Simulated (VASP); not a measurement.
Crystal: Ni.

```xyz
4
Lattice="3.4155 0.0000 0.0000 0.0000 5.6623 0.0000 0.0000 0.0000 2.5467" Properties=species:S:1:pos:R:3 pbc="T T T"
Ni    0.0700    1.4156    1.6166
Ni    3.3455    4.2467    0.9301
Ni    1.6377    4.2467    0.3433
Ni    1.7778    1.4156    2.2034
```

| Item | Value |
| --- | --- |
| Program | VASP 6.6.1 |
| Task | relaxation of cell and atoms |
| Functional | PBE |
| Potentials or basis | VASP PAW PBE potentials, release 64 (Ni) |
| Cutoff | 600 eV |
| k mesh | 6 × 4 × 6 |
| Occupations | gaussian, width 0.1 eV |
| Spin | collinear spin, ferromagnetic start |
| Starting moments | [0.63, 0.63, 0.63, 0.63] μB |

At the start: pressure 56.3 GPa; volume 12.31 Å³/atom.

Problem. How do energy, volume and symmetry change on relaxing?

Solution. Over 44 steps the energy falls by 2190.1 meV/atom and the volume is 10.84 Å³/atom (-12.0 %); space group Cmcm (No. 63, to 0.05 Å); moment 0.00 μB per cell.

The path:
| step | energy change (eV) | largest force (eV/Å) | pressure (GPa) | volume (Å³) |
| --- | --- | --- | --- | --- |
| 1 | 0.0000 | 5.6905 | 56.31 | 49.25 |
| 3 | -3.7240 | 0.0944 | -24.35 | 74.77 |
| 5 | -5.5858 | 0.9095 | -15.24 | 60.05 |
| 7 | -5.6058 | 0.7783 | -17.26 | 60.87 |
| 9 | -7.3047 | 0.3423 | 0.27 | 47.05 |
| 11 | -7.3567 | 0.3446 | 0.74 | 46.69 |
| 13 | -7.3927 | 0.3883 | -0.86 | 47.07 |
| 15 | -7.4329 | 0.5151 | -3.03 | 47.68 |
| 17 | -7.5894 | 0.6171 | -2.74 | 47.18 |
| 19 | -7.7087 | 0.3331 | -0.88 | 46.40 |
| 21 | -7.8773 | 0.5012 | 0.88 | 45.64 |
| 23 | -7.9117 | 0.7563 | 0.75 | 45.22 |
| 25 | -8.4980 | 0.6042 | -2.23 | 44.63 |
| 27 | -8.5984 | 0.5141 | -2.12 | 44.23 |
| 29 | -8.6271 | 0.4757 | -1.33 | 43.99 |
| 31 | -8.7275 | 0.1539 | 5.41 | 42.35 |
| 33 | -8.7497 | 0.1150 | -1.64 | 43.79 |
| 35 | -8.7539 | 0.1026 | -0.44 | 43.48 |
| 37 | -8.7562 | 0.0821 | 0.45 | 43.32 |
| 39 | -8.7585 | 0.0536 | 0.08 | 43.39 |
| 41 | -8.7593 | 0.0350 | -1.08 | 43.62 |
| 43 | -8.7599 | 0.0291 | 1.13 | 43.22 |
| 44 | -8.7603 | 0.0290 | -0.23 | 43.36 |

Final structure:
```
Ni
1.0
     4.30747    0.00000    0.00000
     0.00000    4.09365    0.00000
     0.00000    0.00000    2.45875
Ni
4
Direct
  0.16149 0.25000 0.50190
  0.83851 0.75000 0.49810
  0.33851 0.75000 0.00190
  0.66149 0.25000 0.99810
```

Caveat: the k points lie up to 0.43 Å⁻¹ apart in the final cell.
